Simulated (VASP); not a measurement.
A run of VASP 6.6.1:

INCAR

```
SYSTEM = ZrH2
ALGO = Normal
EDIFF = 1E-6
ENCUT = 520
GGA = PS
ISIF = 2
ISMEAR = -1
LASPH = .TRUE.
LCHARG = .FALSE.
LREAL = .FALSE.
LWAVE = .FALSE.
NBANDS = 14
NELM = 60
PREC = Accurate
SIGMA = 0.02
```

KPOINTS

```
k-points
0
G
  10 10 10
  0 0 0
```

POSCAR

```
ZrH2
1.0
    0.0000000000      2.4330802643      2.4330802643
    2.4330802643      0.0000000000      2.4330802643
    2.4330802643      2.4330802643      0.0000000000
Zr H
1 2
Direct
    0.0000000000      0.0000000000      0.0000000000
    0.7500000000      0.7500000000      0.7500000000
    0.2500000000      0.2500000000      0.2500000000
```

Potentials or basis: VASP PAW PBE potentials, release 64 (Zr_sv, H).

The run is started by

```sh
$ cat potpaw_PBE.64/Zr_sv/POTCAR potpaw_PBE.64/H/POTCAR > POTCAR
$ mpirun -np 1 vasp_std > vasp.out
```

Hardware: 1 thread of AMD EPYC 9R14 (Zen 4) (shared host).

Task: Estimate the wall time of this run.

Result: Wall time 13 s on 1 thread of AMD EPYC 9R14 (Zen 4), with other jobs on the host, peak memory 0.13 GiB. Counts: scf iterations 12, k points 47.
